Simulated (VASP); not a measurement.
# CoO (R-3m) in VASP: further runs

The runs below take CoO through single point, with PBE.

Everything below comes from runs of VASP 6.6.1. Logs are shortened: lines on timing, memory, paths and dates and some standing lists are left out, and cuts for length are marked.

## 1. The cell of the first run

Symmetry: R-3m, No. 166, trigonal system. The conventional cell has a = 3.011 Å, b = 3.011 Å, c = 7.320 Å, α = 90.00°, β = 90.00°, γ = 120.00°. Within 2.8 Å of Co (site symmetry -3m) lie 6 O at 2.12 Å. Within 2.8 Å of O (site symmetry -3m) lie 6 Co at 2.12 Å.

## 2. Single point, PBE, collinear spin

INCAR reads:

```
  ALGO = Normal
  EDIFF = 1E-7
  ENCUT = 520
  GGA = PE
  ISIF = 2
  ISMEAR = 0
  ISPIN = 2
  LASPH = T
  LCHARG = T
  LELF = T
  LMAXMIX = 4
  LORBIT = 11
  LREAL = F
  LVHAR = T
  LWAVE = F
  MAGMOM = 1.06 -0.04
  NBANDS = 18
  NELM = 150
  NUPDOWN = 1.0
  PREC = Accurate
  SIGMA = 0.1
```

KPOINTS reads:

```
k-points
0
Gamma
  18 18 18
```

POSCAR reads:

```
CoO
1.0
    1.5054695445      0.8691832468      2.4399269062
   -1.5054695445      0.8691832468      2.4399269062
    0.0000000000     -1.7383664936      2.4399269062
Co O
1 1
Direct
    0.0000000000      0.0000000000      0.0000000000
    0.5000000000      0.5000000000      0.5000000000
```

Potentials or basis: VASP PAW PBE potentials, release 64 (Co, O).

Run with:

```sh
$ cat potpaw_PBE.64/Co/POTCAR potpaw_PBE.64/O/POTCAR > POTCAR
$ mpirun -np 1 vasp_std > vasp.out
```

OUTCAR:

```text
EDIFF = 1E-7
   ENCUT = 520
   GGA = PE
   ISIF = 2
   ISMEAR = 0
   ISPIN = 2
   LASPH = T
   LORBIT = 11
   LREAL = F
   NELM = 150
   NUPDOWN = 1.0
   PREC = Accurate

 ion  position               nearest neighbor table
   1  0.000  0.000  0.000-   2 2.12   2 2.12   2 2.12   2 2.12   2 2.12   2 2.12
   2  0.500  0.500  0.500-   1 2.12   1 2.12   1 2.12   1 2.12   1 2.12   1 2.12

  LATTYP: Found a trigonal (rhomboedric) cell.
 ALAT       =     2.9958573687
 COS(alpha) =     0.4949531368

  Lattice vectors:

 A1 = (   1.5054695445,   0.8691832468,   2.4399269062)
 A2 = (  -1.5054695445,   0.8691832468,   2.4399269062)
 A3 = (   0.0000000000,  -1.7383664936,   2.4399269062)

Analysis of symmetry for initial positions (statically):
=====================================================================
 Subroutine PRICEL returns:
 Original cell was already a primitive cell.

 Routine SETGRP: Setting up the symmetry group for a
 trigonal (rhombohedral) supercell.

 Subroutine GETGRP returns: Found 12 space group operations
 (whereof 12 operations were pure point group operations)
 out of a pool of 12 trial point group operations.

The static configuration has the point symmetry D_3d.

Analysis of symmetry for dynamics (positions and initial velocities):
=====================================================================
 Subroutine PRICEL returns:
 Original cell was already a primitive cell.

 Routine SETGRP: Setting up the symmetry group for a
 trigonal (rhombohedral) supercell.

 Subroutine GETGRP returns: Found 12 space group operations
 (whereof 12 operations were pure point group operations)
 out of a pool of 12 trial point group operations.

The dynamic configuration has the point symmetry D_3d.

Analysis of structural, dynamic, and magnetic symmetry:
=====================================================================
 Subroutine PRICEL returns:
 Original cell was already a primitive cell.

 Routine SETGRP: Setting up the symmetry group for a
 trigonal (rhombohedral) supercell.

 Subroutine GETGRP returns: Found 12 space group operations
 (whereof 12 operations were pure point group operations)
 out of a pool of 12 trial point group operations.

The overall configuration has the point symmetry D_3d.

 Subroutine INISYM returns: Found 12 space group operations
 (whereof 12 operations are pure point group operations),
 and found     1 'primitive' translations

----------------------------------------------------------------------------------------

                                     Primitive cell

  volume of cell :      19.1563

  direct lattice vectors                    reciprocal lattice vectors
     1.505469544  0.869183247  2.439926906     0.332122295  0.191750896  0.136616114
    -1.505469544  0.869183247  2.439926906    -0.332122295  0.191750896  0.136616114
     0.000000000 -1.738366494  2.439926906     0.000000000 -0.383501793  0.136616114

  length of vectors
     2.995857369  2.995857369  2.995857369     0.407108816  0.407108816  0.407108816

  position of ions in fractional coordinates (direct lattice)
     0.000000000  0.000000000  0.000000000
     0.500000000  0.500000000  0.500000000

  ion indices of the primitive-cell ions
   primitive index   ion index
                 1           1
                 2           2

----------------------------------------------------------------------------------------

 KPOINTS: k-points

Automatic generation of k-mesh.
 Grid dimensions read from file:
 generate k-points for:   18   18   18

 Generating k-lattice:

  Cartesian coordinates                     Fractional coordinates (reciprocal lattice)
     0.018451239  0.010652828  0.007589784     0.055555556  0.000000000  0.000000000
    -0.018451239  0.010652828  0.007589784     0.000000000  0.055555556  0.000000000
     0.000000000 -0.021305655  0.007589784     0.000000000  0.000000000  0.055555556

  Length of vectors
     0.022617156  0.022617156  0.022617156

  Shift w.r.t. Gamma in fractional coordinates (k-lattice)
     0.000000000  0.000000000  0.000000000

 Subroutine IBZKPT returns following result:
 ===========================================

 Found    580 irreducible k-points:

 Following reciprocal coordinates:
            Coordinates               Weight
  0.000000  0.000000  0.000000      1.000000
  0.055556  0.000000 -0.000000      6.000000
  0.111111  0.000000 -0.000000      6.000000
  0.166667  0.000000 -0.000000      6.000000
  0.222222  0.000000  0.000000      6.000000
  0.277778  0.000000  0.000000      6.000000
[... 16 lines left out ...]
 -0.277778  0.055556 -0.000000     12.000000
 -0.222222  0.055556 -0.000000     12.000000
 [... further k-points ...]
   k-points           NKPTS =    580   k-points in BZ     NKDIM =    580   number of bands    NBANDS=     18
   number of dos      NEDOS =    301   number of ions     NIONS =      2
   total plane-waves  NPLWV =  13824
   dimension x,y,z NGX =    24 NGY =   24 NGZ =   24
   dimension x,y,z NGXF=    48 NGYF=   48 NGZF=   48
   ions per type =               1   1
   NGX,Y,Z   is equivalent  to a cutoff of  13.32, 13.32, 13.32 a.u.
   NGXF,Y,Z  is equivalent  to a cutoff of  26.64, 26.64, 26.64 a.u.
 SYSTEM =  unknown system
   PREC   = accura    normal or accurate (medium, high low for compatibility)
   ISTART =      0    job   : 0-new  1-cont  2-samecut
   ICHARG =      2    charge: 1-file 2-atom 10-const
   ISPIN  =      2    spin polarized calculation?
   LNONCOLLINEAR =      F non collinear calculations
   LSORBIT =      F    spin-orbit coupling
   LASPH  =      T    aspherical Exc in radial PAW
   ENCUT  =  520.0 eV  38.22 Ry    6.18 a.u.   5.57  5.57  5.57*2*pi/ulx,y,z
   NELM   =    150;   NELMIN=  2; NELMDL= -5     # of ELM steps
   EDIFF  = 0.1E-06   stopping-criterion for ELM
   LREAL  =      F    real-space projection
   EDIFFG = 0.1E-05   stopping-criterion for IOM
   NSW    =      0    number of steps for IOM
   IBRION =     -1    ionic relax: 0-MD 1-quasi-New 2-CG
   NFREE  =      0    steps in history (QN), initial steepest desc. (CG)
   ISIF   =      2    stress and relaxation
   ISYM   =      2    0-nonsym 1-usesym 2-fastsym
   POTIM  = 0.5000    time-step for ionic-motion
   TEBEG  =    0.0;   TEEND  =   0.0 temperature during run
   PSTRESS=    0.0 pullay stress
   NELECT =      15.0000    total number of electrons
   NUPDOWN=       1.0000    fix difference up-down
   EMIN   =  10.00;   EMAX   =-10.00  energy-range for DOS
   EFERMI =   0.00;   METHOD = LEGACY
   ISMEAR =     0;   SIGMA  =   0.10  broadening in eV -4-tet -1-fermi 0-gaus
   EFERMI_NEDOS =   21; number of points for ismear=-14 and -15
   IALGO  =     38    algorithm
   IMIX   =      4    mixing-type and parameters
     AMIX     =   0.40;   BMIX     =  1.00
     AMIX_MAG =   1.60;   BMIX_MAG =  1.00
  volume/ion in A,a.u.               =       9.58        64.64
  Fermi-wavevector in a.u.,A,eV,Ry     =   1.508927  2.851458 30.978555  2.276860
  Thomas-Fermi vector in A             =   2.619316
   LORBIT       =     11    0 simple, 1 ext, 2 COOP (PROOUT), +10 PAW based schemes
   GGA     = PE    functional components
   LHFCALC =     F    Hartree Fock is set to
   AEXX    =    0.0000 exact exchange contribution
   IVDW    =     0    specifies the selected vdW correction
   LEPSILON=     F    determine dielectric tensor
   LRPA    =     F    only Hartree local field effects (RPA)
 spin polarized calculation
 Gauss-broadening in eV      SIGMA  =   0.10
  energy-cutoff  :      520.00
  volume of cell :       19.16
 maximum number of plane-waves:       534
   NGX = 11   NGY = 11   NGZ = 11

 number of electron      15.0000006 magnetization       1.0000008

 Free energy of the ion-electron system (eV)
  ---------------------------------------------------
  ext. energy  EPLUGINS =         0.00000000
  ---------------------------------------------------
  free energy    TOTEN  =       -12.77235268 eV

  energy without entropy =      -12.76182363  energy(sigma->0) =      -12.76708815

 E-fermi :   7.9782     XC(G=0): -12.4631

 val. band max:        7.9402236047   @ k =   0.0556   0.0556  -0.0000
 cond. band min:       7.5737839648   @ k =  -0.2778   0.5000   0.2222
 fundamental gap:     -0.3664396399
 Fermi energy:         7.5622773449

 spin component 1

 k-point     1 :       0.0000    0.0000    0.0000
  band No.  band energies     occupation
      1     -12.4627      1.00000
      2       4.5901      1.00000
      3       4.5901      1.00000
      4       4.6387      1.00000
      5       5.9150      1.00000
      6       5.9150      1.00000
[... 10 lines left out ...]
     17      30.1174      0.00000
     18      33.2637      0.00000

 k-point     2 :       0.0556    0.0000   -0.0000
  band No.  band energies     occupation
      1     -12.4311      1.00000
      2       4.3215      1.00000
      3       4.4036      1.00000
      4       4.4468      1.00000
      5       6.0751      1.00000
      6       6.0803      1.00000
[... 10 lines left out ...]
     17      30.4047      0.00000
     18      33.8514      0.00000

 k-point     3 :       0.1111    0.0000   -0.0000
  band No.  band energies     occupation
      1     -12.3388      1.00000
      2       3.6882      1.00000
      3       4.0218      1.00000
      4       4.0633      1.00000
      5       6.2008      1.00000
      6       6.2126      1.00000
[... 412 lines left out ...]
 k-point    23 :      -0.2778    0.0556   -0.0000
  band No.  band energies     occupation
      1     -11.7143      1.00000
      2       1.1589      1.00000
      3       2.7373      1.00000
      4       2.8876      1.00000
      5       6.6120      1.00000
      6       6.6276      1.00000
[... 10 lines left out ...]
     17      35.6980      0.00000
     18      37.3900      0.00000

 k-point    24 :      -0.2222    0.0556   -0.0000
  band No.  band energies     occupation
      1     -11.9205      1.00000
      2       1.8234      1.00000
      3       3.0211      1.00000
      4       3.2366      1.00000
      5       6.4624      1.00000
      6       6.4799      1.00000
[... 10 lines left out ...]
     17      35.3645      0.00000
     18      37.2201      0.00000

 [... further k-points ...]

 spin component 2

 k-point     1 :       0.0000    0.0000    0.0000
  band No.  band energies     occupation
      1     -12.4824      1.00000
      2       4.5545      1.00000
      3       4.5545      1.00000
      4       4.6009      1.00000
      5       6.6568      1.00000
      6       6.6568      1.00000
[... 10 lines left out ...]
     17      30.5145      0.00000
     18      33.7371      0.00000

 k-point     2 :       0.0556    0.0000   -0.0000
  band No.  band energies     occupation
      1     -12.4513      1.00000
      2       4.3097      1.00000
      3       4.4586      1.00000
      4       4.5006      1.00000
      5       6.6937      1.00000
      6       6.7103      1.00000
[... 10 lines left out ...]
     17      30.7682      0.00000
     18      34.3089      0.00000

 k-point     3 :       0.1111    0.0000   -0.0000
  band No.  band energies     occupation
      1     -12.3604      1.00000
      2       3.7075      1.00000
      3       4.2141      1.00000
      4       4.2554      1.00000
      5       6.7876      1.00000
      6       6.8134      1.00000
[... 412 lines left out ...]
 k-point    23 :      -0.2778    0.0556   -0.0000
  band No.  band energies     occupation
      1     -11.7457      1.00000
      2       1.2341      1.00000
      3       3.1629      1.00000
      4       3.2191      1.00000
      5       7.2086      1.00000
      6       7.2789      1.00000
[... 10 lines left out ...]
     17      35.8623      0.00000
     18      37.6718      0.00000

 k-point    24 :      -0.2222    0.0556   -0.0000
  band No.  band energies     occupation
      1     -11.9484      1.00000
      2       1.8995      1.00000
      3       3.4277      1.00000
      4       3.5096      1.00000
      5       7.0525      1.00000
      6       7.1281      1.00000
[... 10 lines left out ...]
     17      35.5428      0.00000
     18      37.5712      0.00000

 [... further k-points ...]

------------------------ aborting loop because EDIFF is reached ----------------------------------------

  FORCE on cell =-STRESS in cart. coord.  units (eV):
  Direction    XX          YY          ZZ          XY          YZ          ZX
  --------------------------------------------------------------------------------------
  -------------------------------------------------------------------------------------
  Total       -1.6961385     -1.6961385     -1.6308611      0.0000000      0.0000000     -0.0000000
  in kB     -141.8601770   -141.8601770   -136.4005670      0.0000000      0.0000000     -0.0000000
  external PRESSURE =    -140.0403070 kB  Pullay stress =       0.0000000 kB

 VOLUME and BASIS-vectors are now :
 -----------------------------------------------------------------------------
  energy-cutoff  :      520.00
  volume of cell :       19.16
      direct lattice vectors                 reciprocal lattice vectors
     1.505469544  0.869183247  2.439926906     0.332122295  0.191750896  0.136616114
    -1.505469544  0.869183247  2.439926906    -0.332122295  0.191750896  0.136616114
     0.000000000 -1.738366494  2.439926906     0.000000000 -0.383501793  0.136616114

 POSITION                                       TOTAL-FORCE (eV/Angst)
 -----------------------------------------------------------------------------------
      0.00000      0.00000      0.00000         0.000000     -0.000000     -0.000000
      0.00000      0.00000      3.65989        -0.000000      0.000000      0.000000
 -----------------------------------------------------------------------------------
    total drift:                               -0.000000      0.000000     -0.000000

  FREE ENERGIE OF THE ION-ELECTRON SYSTEM (eV)
  ---------------------------------------------------
  free  energy   TOTEN  =       -12.7723526756 eV

  energy  without entropy=      -12.7618236258  energy(sigma->0) =      -12.76708815

 total charge

# of ion       s       p       d       tot
------------------------------------------
    1        0.278   0.333   7.293   7.904
    2        1.560   3.372   0.000   4.932
--------------------------------------------------
tot          1.838   3.705   7.293  12.837

 magnetization (x)

# of ion       s       p       d       tot
------------------------------------------
    1        0.015   0.008   0.997   1.020
    2        0.017  -0.051   0.000  -0.034
--------------------------------------------------
tot          0.032  -0.043   0.997   0.986
```

Run time: 3.1 min. Hardware: 1 thread of Intel Xeon 6975P-C (Granite Rapids), shared host; peak memory 0.4 GiB.

Results:

| Quantity | Value |
| --- | --- |
| Free energy | -12.7724 eV |
| Pressure | -14.0 GPa |
| Net moment | 1.00 μB per cell |
| Site moments | Co +1.02; O -0.03 μB |
| Valence electrons inside the program's atomic spheres | Co 7.90; O 4.93 |

Caveat: the cell stands under tension; the total moment is fixed, so each spin has its own Fermi level and the state may be an excited one; a cell with one magnetic atom can't hold antiferromagnetic order, which such compounds often take.

## 3. Single point, PBE, collinear spin, ferromagnetic start

INCAR reads:

```
PREC = Accurate
ENCUT = 520
EDIFF = 1E-7
ISMEAR = 0
SIGMA = 0.1
LREAL = F
LASPH = T
NELM = 150
ALGO = Normal
ISIF = 2
LWAVE = F
LCHARG = F
ISPIN = 2
MAGMOM = 2 0.09
LORBIT = 11
NUPDOWN = 2.0
LMAXMIX = 4
GGA = PE
NBANDS = 18
```

KPOINTS reads:

```
Automatic mesh
0
Gamma
  18 18 18
```

POSCAR is that of step 2.

Potentials or basis: VASP PAW PBE potentials, release 64 (Co, O).

Run with:

```sh
$ cat potpaw_PBE.64/Co/POTCAR potpaw_PBE.64/O/POTCAR > POTCAR
$ mpirun -np 1 vasp_std > vasp.out
```

OUTCAR:

```text
PREC = Accurate
   ENCUT = 520
   EDIFF = 1E-7
   ISMEAR = 0
   LREAL = F
   LASPH = T
   NELM = 150
   ISIF = 2
   ISPIN = 2
   LORBIT = 11
   NUPDOWN = 2.0
   GGA = PE

 ion  position               nearest neighbor table
   1  0.000  0.000  0.000-   2 2.12   2 2.12   2 2.12   2 2.12   2 2.12   2 2.12
   2  0.500  0.500  0.500-   1 2.12   1 2.12   1 2.12   1 2.12   1 2.12   1 2.12

  LATTYP: Found a trigonal (rhomboedric) cell.
 ALAT       =     2.9958573687
 COS(alpha) =     0.4949531368

  Lattice vectors:

 A1 = (   1.5054695445,   0.8691832468,   2.4399269062)
 A2 = (  -1.5054695445,   0.8691832468,   2.4399269062)
 A3 = (   0.0000000000,  -1.7383664936,   2.4399269062)

Analysis of symmetry for initial positions (statically):
=====================================================================
 Subroutine PRICEL returns:
 Original cell was already a primitive cell.

 Routine SETGRP: Setting up the symmetry group for a
 trigonal (rhombohedral) supercell.
[... 703 lines left out ...]
      4       4.9460      1.00000
      5       6.8473      1.00000
      6       6.8473      1.00000
[... 493 lines left out ...]
     17      35.5878      0.00000
     18      37.7032      0.00000

 [... further k-points ...]

------------------------ aborting loop because EDIFF is reached ----------------------------------------

  FORCE on cell =-STRESS in cart. coord.  units (eV):
  Direction    XX          YY          ZZ          XY          YZ          ZX
  --------------------------------------------------------------------------------------
  -------------------------------------------------------------------------------------
  Total       -0.9228178     -0.9228178     -0.9398849      0.0000000     -0.0000000     -0.0000000
  in kB      -77.1818412    -77.1818412    -78.6092891      0.0000000     -0.0000000     -0.0000000
  external PRESSURE =     -77.6576572 kB  Pullay stress =       0.0000000 kB

 VOLUME and BASIS-vectors are now :
 -----------------------------------------------------------------------------
  energy-cutoff  :      520.00
  volume of cell :       19.16
      direct lattice vectors                 reciprocal lattice vectors
     1.505469544  0.869183247  2.439926906     0.332122295  0.191750896  0.136616114
    -1.505469544  0.869183247  2.439926906    -0.332122295  0.191750896  0.136616114
     0.000000000 -1.738366494  2.439926906     0.000000000 -0.383501793  0.136616114

 POSITION                                       TOTAL-FORCE (eV/Angst)
 -----------------------------------------------------------------------------------
      0.00000      0.00000      0.00000         0.000000      0.000000      0.000000
      0.00000      0.00000      3.65989         0.000000     -0.000000     -0.000000
 -----------------------------------------------------------------------------------
    total drift:                               -0.000000      0.000000     -0.000000

  FREE ENERGIE OF THE ION-ELECTRON SYSTEM (eV)
  ---------------------------------------------------
  free  energy   TOTEN  =       -12.9697225127 eV

  energy  without entropy=      -12.9415797734  energy(sigma->0) =      -12.95565114

 total charge

# of ion       s       p       d       tot
------------------------------------------
    1        0.288   0.347   7.227   7.863
    2        1.561   3.392   0.000   4.953
--------------------------------------------------
tot          1.849   3.740   7.227  12.816

 magnetization (x)

# of ion       s       p       d       tot
------------------------------------------
    1        0.020   0.015   1.857   1.893
    2        0.024   0.055   0.000   0.078
--------------------------------------------------
tot          0.044   0.070   1.857   1.971
```

stdout:

```text
POSCAR found type information on POSCAR CoO
 POSCAR found :  2 types and       2 ions
 scaLAPACK will be used
 LDA part: xc-table for (Slater+PW92), standard interpolation
 POSCAR, INCAR and KPOINTS ok, starting setup
 FFT: planning ... GRIDC
 FFT: planning ... GRID_SOFT
 FFT: planning ... GRID
 WAVECAR not read
 entering main loop
```

Run time: 3.5 min. Hardware: 1 thread of Intel Xeon 6975P-C (Granite Rapids), shared host; peak memory 0.4 GiB.

What came out:

* Free energy: -12.9697 eV
* Pressure: -7.8 GPa
* Net moment: 2.00 μB per cell
* Site moments: Co +1.89; O +0.08 μB
* Valence electrons inside the program's atomic spheres: Co 7.86; O 4.95

Caveat: the cell stands under tension; the total moment is fixed, so each spin has its own Fermi level and the state may be an excited one; a cell with one magnetic atom can't hold antiferromagnetic order, which such compounds often take.
